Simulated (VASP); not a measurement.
# SrO (rock salt type): single point with PBE

The system is SrO (rock salt type).

```
Sr O
1.0
     0.00000    2.60000    2.60000
     2.60000    0.00000    2.60000
     2.60000    2.60000    0.00000
Sr O
1 1
Direct
  0.00000 0.00000 0.00000
  0.50000 0.50000 0.50000
```

- Program: VASP 6.6.1
- Task: single point
- Functional: PBE
- Potentials or basis: VASP PAW PBE potentials, release 64 (Sr_sv, O)
- Cutoff: 520 eV
- k mesh: 6 × 6 × 6
- Occupations: fermi-dirac, width 0.02 eV
- Spin: no spin polarisation
- Dipole correction: no
- Further INCAR settings: ALGO = Normal; EDIFF = 1e-06; NBANDS = 15

```json
{
  "Pressure": "0.3 GPa",
  "Band gap on the k mesh": "3.28 eV (least direct gap 3.39 eV)"
}
```

Levels at points of the mesh, in eV from the valence-band top:
```
           k point  band 5  band 6  band 7  band 8  band 9  band 10  band 11  band 12
(0.00, 0.00, 0.00)  -14.18    0.00    0.00    0.00    3.75     6.13     6.13     6.13
(0.50, 0.00, 0.00)  -13.00   -2.11   -1.07   -1.07    6.41     8.19     8.65     8.65
(0.50, 0.50, 0.00)  -14.51   -0.49   -0.11   -0.11    3.28     7.55     9.95    10.08
```

It took 5.7 s on 1 thread of Intel(R) Xeon(R) Platinum 8559C (Emerald Rapids), on a shared host, peak memory 0.15 GiB.

A k mesh can miss the band edges.
